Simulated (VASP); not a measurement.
# AlNi (AlNi (110), 2 layers) in VASP: notebook

The runs below take AlNi (AlNi (110), 2 layers) through single point, with PBE.

Program: VASP 6.6.1. These are calculated values, not measurements. Logs are shortened: lines on timing, memory, paths and dates and some standing lists are left out, and cuts for length are marked.

## (1) The cell of the first run

The cell holds a slab with vacuum, 4 atoms: a = 2.894 Å, b = 4.092 Å, c = 18.046 Å, α = 90.00°, β = 90.00°, γ = 90.00°.

## (2) Single point, PBE

Input file INCAR:

```
SYSTEM = AlNi
  PREC = Accurate
  ENCUT = 520
  EDIFF = 1E-7
  ISMEAR = -1
  SIGMA = 0.1
  LREAL = .FALSE.
  LASPH = .TRUE.
  NELM = 100
  ALGO = Normal
  ISIF = 2
  LWAVE = .FALSE.
  LCHARG = .TRUE.
  LDIPOL = .TRUE.
  IDIPOL = 3
  DIPOL = 0.5 0.5 0.500
  GGA = PE
  LELF = .TRUE.
  LVHAR = .TRUE.
  LVACPOTAV = .TRUE.
  NBANDS = 21
```

Input file KPOINTS:

```
Automatic mesh
0
G
  13 9 1
  0 0 0
```

Input file POSCAR:

```
AlNi
1.0
    2.8935740572      0.0000000000      0.0000000000
    0.0000000000      4.0921316755      0.0000000000
    0.0000000000      0.0000000000     18.0461000000
Ni Al
2 2
Direct
    0.7500000000      0.0000000000      0.4433100272
    0.7500000000      0.5000000000      0.5566899728
    0.2500000000      0.5000000000      0.4433100272
    0.2500000000      0.0000000000      0.5566899728
```

Potentials or basis: VASP PAW PBE potentials, release 64 (Ni, Al).

Launch:

```sh
$ cat potpaw_PBE.64/Ni/POTCAR potpaw_PBE.64/Al/POTCAR > POTCAR
$ mpirun -np 1 vasp_std > vasp.out
```

OUTCAR:

```text
SYSTEM = AlNi
   PREC = Accurate
   ENCUT = 520
   EDIFF = 1E-7
   ISMEAR = -1
   LREAL = .FALSE.
   LASPH = .TRUE.
   NELM = 100
   ISIF = 2
   GGA = PE

 ion  position               nearest neighbor table
   1  0.750  0.000  0.443-   4 2.51   4 2.51   3 2.51   3 2.51   3 2.51   3 2.51   2 2.89   2 2.89

   2  0.750  0.500  0.557-   3 2.51   3 2.51   4 2.51   4 2.51   4 2.51   4 2.51   1 2.89   1 2.89

   3  0.250  0.500  0.443-   2 2.51   2 2.51   1 2.51   1 2.51   1 2.51   1 2.51   4 2.89   4 2.89

   4  0.250  0.000  0.557-   1 2.51   1 2.51   2 2.51   2 2.51   2 2.51   2 2.51   3 2.89   3 2.89

  LATTYP: Found a simple orthorhombic cell.
 ALAT       =     2.8935740572
 B/A-ratio  =     1.4142135624
 C/A-ratio  =     6.2366124534

  Lattice vectors:

 A1 = (   2.8935740572,   0.0000000000,   0.0000000000)
 A2 = (   0.0000000000,   4.0921316755,   0.0000000000)
 A3 = (   0.0000000000,   0.0000000000,  18.0461000000)

Analysis of symmetry for initial positions (statically):
=====================================================================
 Subroutine PRICEL returns:
 Original cell was already a primitive cell.

 Routine SETGRP: Setting up the symmetry group for a
 simple orthorhombic supercell.

 Subroutine GETGRP returns: Found  8 space group operations
 (whereof  2 operations were pure point group operations)
 out of a pool of  8 trial point group operations.

The static configuration has the point symmetry C_1h.
 The point group associated with its full space group is D_2h.

Analysis of symmetry for dynamics (positions and initial velocities):
=====================================================================
 Subroutine PRICEL returns:
 Original cell was already a primitive cell.

 Routine SETGRP: Setting up the symmetry group for a
 simple orthorhombic supercell.

 Subroutine GETGRP returns: Found  8 space group operations
 (whereof  2 operations were pure point group operations)
 out of a pool of  8 trial point group operations.

The dynamic configuration has the point symmetry C_1h.
 The point group associated with its full space group is D_2h.

 Subroutine INISYM returns: Found  8 space group operations
 (whereof  2 operations are pure point group operations),
 and found     1 'primitive' translations

----------------------------------------------------------------------------------------

                                     Primitive cell

  volume of cell :     213.6818

  direct lattice vectors                    reciprocal lattice vectors
     2.893574057  0.000000000  0.000000000     0.345593367  0.000000000  0.000000000
     0.000000000  4.092131676  0.000000000     0.000000000  0.244371413  0.000000000
     0.000000000  0.000000000 18.046100000     0.000000000  0.000000000  0.055413635

  length of vectors
     2.893574057  4.092131676 18.046100000     0.345593367  0.244371413  0.055413635

  position of ions in fractional coordinates (direct lattice)
     0.750000000  0.000000000  0.443310027
     0.750000000  0.500000000  0.556689973
     0.250000000  0.500000000  0.443310027
     0.250000000  0.000000000  0.556689973

  ion indices of the primitive-cell ions
   primitive index   ion index
                 1           1
                 2           2
                 3           3
                 4           4

----------------------------------------------------------------------------------------

 KPOINTS: Automatic mesh

Automatic generation of k-mesh.
 Grid dimensions read from file:
 generate k-points for:   13    9    1

 Generating k-lattice:

  Cartesian coordinates                     Fractional coordinates (reciprocal lattice)
     0.026584105  0.000000000  0.000000000     0.076923077  0.000000000  0.000000000
     0.000000000  0.027152379  0.000000000     0.000000000  0.111111111  0.000000000
     0.000000000  0.000000000  0.055413635     0.000000000  0.000000000  1.000000000

  Length of vectors
     0.026584105  0.027152379  0.055413635

  Shift w.r.t. Gamma in fractional coordinates (k-lattice)
     0.000000000  0.000000000  0.000000000

 Subroutine IBZKPT returns following result:
 ===========================================

 Found     35 irreducible k-points:

 Following reciprocal coordinates:
            Coordinates               Weight
  0.000000  0.000000  0.000000      1.000000
  0.076923  0.000000  0.000000      2.000000
  0.153846  0.000000  0.000000      2.000000
  0.230769  0.000000  0.000000      2.000000
  0.307692  0.000000  0.000000      2.000000
  0.384615  0.000000  0.000000      2.000000
[... 16 lines left out ...]
  0.076923  0.333333  0.000000      4.000000
  0.153846  0.333333  0.000000      4.000000
 [... further k-points ...]
   k-points           NKPTS =     35   k-points in BZ     NKDIM =     35   number of bands    NBANDS=     21
   number of dos      NEDOS =    301   number of ions     NIONS =      4
   total plane-waves  NPLWV = 100800
   dimension x,y,z NGX =    24 NGY =   30 NGZ =  140
   dimension x,y,z NGXF=    48 NGYF=   60 NGZF=  280
   ions per type =               2   2
   NGX,Y,Z   is equivalent  to a cutoff of  13.79, 12.19, 12.90 a.u.
   NGXF,Y,Z  is equivalent  to a cutoff of  27.58, 24.38, 25.79 a.u.
 SYSTEM =  AlNi
   PREC   = accura    normal or accurate (medium, high low for compatibility)
   ISTART =      0    job   : 0-new  1-cont  2-samecut
   ICHARG =      2    charge: 1-file 2-atom 10-const
   ISPIN  =      1    spin polarized calculation?
   LNONCOLLINEAR =      F non collinear calculations
   LSORBIT =      F    spin-orbit coupling
   LASPH  =      T    aspherical Exc in radial PAW
   ENCUT  =  520.0 eV  38.22 Ry    6.18 a.u.   5.38  7.61 33.55*2*pi/ulx,y,z
   NELM   =    100;   NELMIN=  2; NELMDL= -5     # of ELM steps
   EDIFF  = 0.1E-06   stopping-criterion for ELM
   LREAL  =      F    real-space projection
   EDIFFG = 0.1E-05   stopping-criterion for IOM
   NSW    =      0    number of steps for IOM
   IBRION =     -1    ionic relax: 0-MD 1-quasi-New 2-CG
   NFREE  =      0    steps in history (QN), initial steepest desc. (CG)
   ISIF   =      2    stress and relaxation
   ISYM   =      2    0-nonsym 1-usesym 2-fastsym
   POTIM  = 0.5000    time-step for ionic-motion
   TEBEG  =    0.0;   TEEND  =   0.0 temperature during run
   PSTRESS=    0.0 pullay stress
   NELECT =      26.0000    total number of electrons
   NUPDOWN=      -1.0000    fix difference up-down
   EMIN   =  10.00;   EMAX   =-10.00  energy-range for DOS
   EFERMI =   0.00;   METHOD = LEGACY
   ISMEAR =    -1;   SIGMA  =   0.10  broadening in eV -4-tet -1-fermi 0-gaus
   EFERMI_NEDOS =   21; number of points for ismear=-14 and -15
   IALGO  =     38    algorithm
   IMIX   =      4    mixing-type and parameters
     AMIX     =   0.40;   BMIX     =  1.00
     AMIX_MAG =   1.60;   BMIX_MAG =  1.00
  volume/ion in A,a.u.               =      53.42       360.50
  Fermi-wavevector in a.u.,A,eV,Ry     =   0.811229  1.533000  8.953890  0.658092
  Thomas-Fermi vector in A             =   1.920550
   LORBIT       =      0    0 simple, 1 ext, 2 COOP (PROOUT), +10 PAW based schemes
   GGA     = PE    functional components
   LHFCALC =     F    Hartree Fock is set to
   AEXX    =    0.0000 exact exchange contribution
   IVDW    =     0    specifies the selected vdW correction
   LEPSILON=     F    determine dielectric tensor
   LRPA    =     F    only Hartree local field effects (RPA)
 non-spin polarized calculation
  energy-cutoff  :      520.00
  volume of cell :      213.68
 maximum number of plane-waves:      5795
 NGX is ok and might be reduce to    24
   NGX = 11   NGY = 15   NGZ = 67

 number of electron      26.0000027 magnetization

 dipolmoment           0.000000      0.000000     -0.000000 electrons x Angstroem

 Free energy of the ion-electron system (eV)
  ---------------------------------------------------
  ext. energy  EPLUGINS =         0.00000000
  ---------------------------------------------------
  free energy    TOTEN  =       -18.69584002 eV

  energy without entropy =      -18.61054703  energy(sigma->0) =      -18.65319352

 E-fermi :  -1.4631     XC(G=0):  -3.8263

 val. band max:       -1.5005974435   @ k =   0.3077   0.2222   0.0000
 cond. band min:      -1.4417564669   @ k =   0.1538   0.1111   0.0000
 fundamental gap:      0.0588409766
 Fermi energy:        -1.4630956278

 k-point     1 :       0.0000    0.0000    0.0000
  band No.  band energies     occupation
      1     -10.6906      2.00000
      2      -7.2650      2.00000
      3      -4.2678      2.00000
      4      -4.0828      2.00000
      5      -3.9101      2.00000
      6      -2.9208      2.00000
[... 13 lines left out ...]
     20       4.3816      0.00000
     21       4.4707      0.00000

 k-point     2 :       0.0769    0.0000    0.0000
  band No.  band energies     occupation
      1     -10.5859      2.00000
      2      -7.1701      2.00000
      3      -4.1949      2.00000
      4      -4.0913      2.00000
      5      -3.9040      2.00000
      6      -3.0388      2.00000
[... 13 lines left out ...]
     20       4.4699      0.00000
     21       4.4747      0.00000

 k-point     3 :       0.1538    0.0000    0.0000
  band No.  band energies     occupation
      1     -10.2741      2.00000
      2      -6.8910      2.00000
      3      -4.1305      2.00000
      4      -3.9858      2.00000
      5      -3.9288      2.00000
      6      -3.2226      2.00000
[... 13 lines left out ...]
     20       4.4807      0.00000
     21       4.7452      0.00000
[... 457 lines left out ...]
 k-point    23 :       0.0769    0.3333    0.0000
  band No.  band energies     occupation
      1      -9.6081      2.00000
      2      -7.1082      2.00000
      3      -5.8776      2.00000
      4      -4.1279      2.00000
      5      -3.5448      2.00000
      6      -3.4510      2.00000
[... 13 lines left out ...]
     20       5.4107      0.00000
     21       5.5480      0.00000

 k-point    24 :       0.1538    0.3333    0.0000
  band No.  band energies     occupation
      1      -9.3108      2.00000
      2      -6.8907      2.00000
      3      -5.5666      2.00000
      4      -3.9548      2.00000
      5      -3.4629      2.00000
      6      -3.4520      2.00000
[... 13 lines left out ...]
     20       5.5524      0.00000
     21       5.6198      0.00000

 [... further k-points ...]
[... 5 lines left out ...]
  --------------------------------------------------------------------------------------
  -------------------------------------------------------------------------------------
  Total       -4.8750593     -3.4017304     -0.4694141      0.0000000      0.0000000      0.0000000
  in kB      -36.5529916    -25.5060328     -3.5196474      0.0000000      0.0000000      0.0000000
  external PRESSURE =     -21.8595572 kB  Pullay stress =       0.0000000 kB

 VOLUME and BASIS-vectors are now :
 -----------------------------------------------------------------------------
  energy-cutoff  :      520.00
  volume of cell :      213.68
      direct lattice vectors                 reciprocal lattice vectors
     2.893574057  0.000000000  0.000000000     0.345593367  0.000000000  0.000000000
     0.000000000  4.092131676  0.000000000     0.000000000  0.244371413  0.000000000
     0.000000000  0.000000000 18.046100000     0.000000000  0.000000000  0.055413635

 POSITION                                       TOTAL-FORCE (eV/Angst)
 -----------------------------------------------------------------------------------
      2.17018      0.00000      8.00002         0.000000      0.000000      0.262212
      2.17018      2.04607     10.04608         0.000000     -0.000000     -0.262212
      0.72339      2.04607      8.00002         0.000000      0.000000     -0.034432
      0.72339      0.00000     10.04608         0.000000      0.000000      0.034432
 -----------------------------------------------------------------------------------
    total drift:                                0.000000      0.000000     -0.000000

  FREE ENERGIE OF THE ION-ELECTRON SYSTEM (eV)
  ---------------------------------------------------
  free  energy   TOTEN  =       -18.6958400153 eV

  energy  without entropy=      -18.6105470283  energy(sigma->0) =      -18.65319352

 vacuum level on the upper side and lower side of the slab         3.347         3.347
```

It took 2 min on 1 thread of Intel Xeon Platinum 8559C (Emerald Rapids), shared host; peak memory 0.38 GiB.

Results:

```
Free energy            : -18.6958 eV
Largest force          : 0.262 eV/Å
Band gap on the k mesh : zero (band 13 reaches -0.52 eV, above the bottom of band 14 at -2.02 eV)
```

Forces in eV/Å, atoms in the order of the input:
```
Ni   0.000  0.000  0.262
Ni   0.000  0.000 -0.262
Al   0.000  0.000 -0.034
Al   0.000  0.000  0.034
```

Levels at points of the mesh, in eV from the Fermi level:
| k point | band 11 | band 12 | band 13 | band 14 | band 15 | band 16 |
| --- | --- | --- | --- | --- | --- | --- |
| (0.00, 0.00, 0.00) | -1.11 | -0.91 | -0.83 | -0.32 | 2.77 | 2.93 |

Spin polarisation is off, so any magnetic state and its effect on volume and gap are missing.

## (3) Single point, PBE

Input file INCAR:

```
PREC = Accurate
ENCUT = 520
EDIFF = 1E-6
ISMEAR = -1
SIGMA = 0.1
LREAL = F
LASPH = T
NELM = 100
ALGO = Normal
ISIF = 2
LWAVE = F
LCHARG = T
LDIPOL = T
IDIPOL = 3
DIPOL = 0.5 0.5 0.500
GGA = PE
LELF = T
LVHAR = T
LVACPOTAV = T
NBANDS = 21
```

Input file KPOINTS:

```
regular mesh
0
Gamma
  13 9 1
```

Input file POSCAR:

```
AlNi
1.0
    2.8935740572      0.0000000000      0.0000000000
    0.0000000000      4.0921316755      0.0000000000
    0.0000000000      0.0000000000     18.0461000000
Ni Al
2 2
Direct
    0.7500000000      0.0000000000      0.4478895390
    0.7500000000      0.5000000000      0.5521103657
    0.2500000000      0.5000000000      0.4403235566
    0.2500000000      0.0000000000      0.5596765387
```

Potentials or basis: VASP PAW PBE potentials, release 64 (Ni, Al).

Launch:

```sh
$ cat potpaw_PBE.64/Ni/POTCAR potpaw_PBE.64/Al/POTCAR > POTCAR
$ mpirun -np 1 vasp_std > vasp.out
```

OUTCAR:

```text
PREC = Accurate
   ENCUT = 520
   EDIFF = 1E-6
   ISMEAR = -1
   LREAL = F
   LASPH = T
   NELM = 100
   ISIF = 2
   GGA = PE

 ion  position               nearest neighbor table
   1  0.750  0.000  0.448-   4 2.48   4 2.48   3 2.51   3 2.51   3 2.51   3 2.51   2 2.78   2 2.78

   2  0.750  0.500  0.552-   3 2.48   3 2.48   4 2.51   4 2.51   4 2.51   4 2.51   1 2.78   1 2.78

   3  0.250  0.500  0.440-   2 2.48   2 2.48   1 2.51   1 2.51   1 2.51   1 2.51   4 2.97   4 2.97

[... 787 lines left out ...]
  -------------------------------------------------------------------------------------
  Total       -4.8306403     -3.6053445      0.0083962      0.0000000      0.0000000      0.0000000
  in kB      -36.2199398    -27.0327228      0.0629547      0.0000000      0.0000000      0.0000000
  external PRESSURE =     -21.0632360 kB  Pullay stress =       0.0000000 kB

 VOLUME and BASIS-vectors are now :
 -----------------------------------------------------------------------------
  energy-cutoff  :      520.00
  volume of cell :      213.68
      direct lattice vectors                 reciprocal lattice vectors
     2.893574057  0.000000000  0.000000000     0.345593367  0.000000000  0.000000000
     0.000000000  4.092131676  0.000000000     0.000000000  0.244371413  0.000000000
     0.000000000  0.000000000 18.046100000     0.000000000  0.000000000  0.055413635

 POSITION                                       TOTAL-FORCE (eV/Angst)
 -----------------------------------------------------------------------------------
      2.17018      0.00000      8.08266         0.000000     -0.000000     -0.009567
      2.17018      2.04607      9.96344         0.000000      0.000000      0.009567
      0.72339      2.04607      7.94612        -0.000000      0.000000      0.004032
      0.72339      0.00000     10.09998         0.000000      0.000000     -0.004032
 -----------------------------------------------------------------------------------
    total drift:                                0.000000      0.000000      0.000367

  FREE ENERGIE OF THE ION-ELECTRON SYSTEM (eV)
  ---------------------------------------------------
  free  energy   TOTEN  =       -18.7189315313 eV

  energy  without entropy=      -18.6308527065  energy(sigma->0) =      -18.67489212

 vacuum level on the upper side and lower side of the slab         3.335         3.335
```

stdout:

```text
POSCAR found type information on POSCAR NiAl
 POSCAR found :  2 types and       4 ions
 scaLAPACK will be used
 LDA part: xc-table for (Slater+PW92), standard interpolation
 POSCAR, INCAR and KPOINTS ok, starting setup
 FFT: planning ... GRIDC
 FFT: planning ... GRID_SOFT
 FFT: planning ... GRID
 WAVECAR not read
 entering main loop
 -----------------------------------------------------------------------------
|                                                                             |
|           W    W    AA    RRRRR   N    N  II  N    N   GGGG   !!!           |
|           W    W   A  A   R    R  NN   N  II  NN   N  G    G  !!!           |
|           W    W  A    A  R    R  N N  N  II  N N  N  G       !!!           |
|           W WW W  AAAAAA  RRRRR   N  N N  II  N  N N  G  GGG   !            |
|           WW  WW  A    A  R   R   N   NN  II  N   NN  G    G                |
|           W    W  A    A  R    R  N    N  II  N    N   GGGG   !!!           |
|                                                                             |
|     Did not find any points to average over, which means that no vacuum     |
|     field-free region was found. Please increase the size of  your cell     |
|     in the dimension of the dipole correction to obtain accurate            |
|     workfunction values.                                                    |
|                                                                             |
 -----------------------------------------------------------------------------
```

It took 1.8 min on 1 thread of Intel Xeon Platinum 8559C (Emerald Rapids), shared host; peak memory 0.37 GiB.

What came out:

```
Free energy            : -18.7189 eV
Largest force          : 0.010 eV/Å
Band gap on the k mesh : zero (band 13 reaches -0.49 eV, above the bottom of band 14 at -2.11 eV)
```

Forces in eV/Å, atoms in the order of the input:
```
Ni   0.000  0.000 -0.010
Ni   0.000  0.000  0.010
Al   0.000  0.000  0.004
Al   0.000  0.000 -0.004
```

Spin polarisation is off, so any magnetic state and its effect on volume and gap are missing.

## (4) Single point, PBE

Input file INCAR:

```
SYSTEM = AlNi
PREC = Accurate
ENCUT = 520
EDIFF = 1E-6
ISMEAR = -1
SIGMA = 0.1
LREAL = .False.
LASPH = .True.
NELM = 80
ALGO = Normal
ISIF = 2
LWAVE = .False.
LCHARG = .False.
LDIPOL = .True.
IDIPOL = 3
DIPOL = 0.5 0.5 0.500
GGA = PE
NBANDS = 21
```

Input file KPOINTS:

```
regular mesh
0
Gamma
  13 9 1
  0 0 0
```

POSCAR is that of step 3.

Launch:

```sh
$ cat potpaw_PBE.64/Ni/POTCAR potpaw_PBE.64/Al/POTCAR > POTCAR
$ mpirun -np 1 vasp_std > vasp.out
```

It took 1.9 min on 1 thread of Intel Xeon Platinum 8559C (Emerald Rapids), shared host; peak memory 0.37 GiB.

It converged, with:

| Item | Value |
| --- | --- |
| Free energy | -18.7189 eV |
| Largest force | 0.010 eV/Å |
| Band gap on the k mesh | zero (band 13 reaches -0.49 eV, above the bottom of band 14 at -2.11 eV) |

Forces on the atoms (eV/Å):
```
Ni   0.000  0.000 -0.010
Ni   0.000  0.000  0.010
Al   0.000  0.000  0.004
Al   0.000  0.000 -0.004
```

Levels at points of the mesh, in eV from the Fermi level:
```
           k point  band 9  band 10  band 11  band 12  band 13  band 14  band 15  band 16  band 17  band 18
(0.00, 0.00, 0.00)   -1.20    -1.19    -1.16    -1.02    -0.95    -0.41     2.96     3.15     3.79     4.36
```

Spin polarisation is off, so any magnetic state and its effect on volume and gap are missing.
